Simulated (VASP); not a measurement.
Si (a cell with a defect), 63 atoms in the cell. The cell holds a defect, 63 atoms: a = 10.860 Å, b = 10.860 Å, c = 10.860 Å, α = 90.00°, β = 90.00°, γ = 90.00°. 

| Item | Value |
| --- | --- |
| Program | VASP 6.6.1 |
| Task | single point |
| Functional | LDA |
| Potentials or basis | VASP PAW LDA potentials, release 64 (Si) |
| Cutoff | 520 eV |
| k mesh | 1 × 1 × 1 |
| Occupations | gaussian, width 0.05 eV |
| Spin | no spin polarisation |
| Dipole correction | no |
| Further INCAR settings | LREAL = Auto; ALGO = Normal; EDIFF = 1e-06; NBANDS = 163 |

Potentials or basis: VASP PAW LDA potentials, release 64 (Si).

The run is started by

```bash
$ cat potpaw_LDA.64/Si/POTCAR > POTCAR
$ mpirun -np 1 vasp_gam > vasp.out
```

Hardware: 1 thread of Intel(R) Xeon(R) Platinum 8488C (Sapphire Rapids), with other jobs on the host.

**Question.** How long does it take, and how much memory?

**Answer.** Run time: 4.3 min on 1 thread of Intel(R) Xeon(R) Platinum 8488C (Sapphire Rapids) (shared host), peak memory 0.67 GiB. Counts: scf iterations 14, k points 1.
